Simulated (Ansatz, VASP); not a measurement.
**Al: VASP beside Ansatz**

The input POSCAR:

```
Al
1.0
    4.7643285882      0.0000000000      0.0000000000
   -2.3821642941      4.1260295894      0.0000000000
    0.0000000000      0.0000000000      2.9207405693
Al
3
Direct
    0.0000000000      0.0000000000      0.0000000000
    0.3333333333      0.6666666667      0.5000000000
    0.6666666667      0.3333333333      0.5000000000
```

File INCAR.step1:

```
SYSTEM = Al
ALGO     = Normal         ! electronic algorithm
EDIFF    = 1E-4           ! SCF threshold, eV
ENCUT    = 600            ! plane-wave cutoff, eV
GGA      = PE             ! functional
ISMEAR   = 0              ! smearing method
LASPH    = .TRUE.         ! aspherical terms in the spheres
LCHARG   = .FALSE.        ! write CHGCAR
LREAL    = .FALSE.        ! projectors in reciprocal space
LWAVE    = .TRUE.         ! write WAVECAR
NELM     = 80             ! most SCF steps
PREC     = Accurate       ! precision mode
SIGMA    = 0.1            ! smearing width, eV
```

INCAR.step2

```
SYSTEM = Al
ALGO     = Normal         ! electronic algorithm
EDIFF    = 1E-6           ! SCF threshold, eV
EDIFFG   = -0.04          ! ionic threshold
ENCUT    = 600            ! plane-wave cutoff, eV
IBRION   = 2              ! ionic algorithm
ISIF     = 3              ! what is computed and relaxed
ISMEAR   = 0              ! smearing method
ISTART   = 1            
LASPH    = .TRUE.         ! aspherical terms in the spheres
LCHARG   = .FALSE.        ! write CHGCAR
LMIXTAU  = .TRUE.       
LREAL    = .FALSE.        ! projectors in reciprocal space
LWAVE    = .FALSE.        ! write WAVECAR
METAGGA  = R2SCAN         ! meta-GGA
NELM     = 80             ! most SCF steps
NSW      = 90             ! ionic steps
PREC     = Accurate       ! precision mode
SIGMA    = 0.1            ! smearing width, eV
```

File KPOINTS:

```
k-points
0
G
  6 6 6
  0 0 0
```

Input for Ansatz:

```yaml
crystal:
  lattice:
    - [4.7643285882, 0.0, 0.0]
    - [-2.3821642941, 4.1260295894, 0.0]
    - [0.0, 0.0, 2.9207405693]
  atoms:
    - { symbol: Al, position: [0.0, 0.0, 0.0] }
    - { symbol: Al, position: [0.3333333333, 0.6666666667, 0.5] }
    - { symbol: Al, position: [0.6666666667, 0.3333333333, 0.5] }
basis:
  ecutwfc: 500
kpoints:
  mp_grid: { grid: [6, 6, 6] }
hamiltonian:
  xc: r2scan
scf:
  occupations: { method: gaussian, width: 0.1 }
  lower_state_search: "off"
output:
  forces: true
  stress: true
  eigenvalues: true
relax:
  adjacent_minimum: "off"
  f_tol: 0.04
  max_steps: 70
  cell: { stress_tol: 0.4 }
```

Alike in both runs: task relaxation of cell and atoms; functional r2SCAN; k mesh 6 × 6 × 6; occupations gaussian, width 0.1 eV; no spin polarisation.

```csv
,VASP,Ansatz
version,VASP 6.6.1,Ansatz 0.2.0
potentials or method,"VASP PAW PBE potentials, release 64 (Al), cutoff 600 eV","scalar-relativistic, plane waves, PAW"
valence electrons in the cell,9,9
```

VASP gave:

```
gap on the k mesh at the Fermi level, each at its own relaxed structure (eV) : none
relaxed volume (Å³/atom)                                                     : 16.47
relaxed cell length with the largest relative difference (Å)                 : 2.767
```

Problem. Estimate Ansatz's values.

Solution. gap on the k mesh at the Fermi level, each at its own relaxed structure (eV): none; relaxed volume (Å³/atom): 16.50; relaxed cell length with the largest relative difference (Å): 2.769.

VASP's potentials were made for PBE, not for r2SCAN. A gap of «none» marks a metal or a gap that the smearing closes.
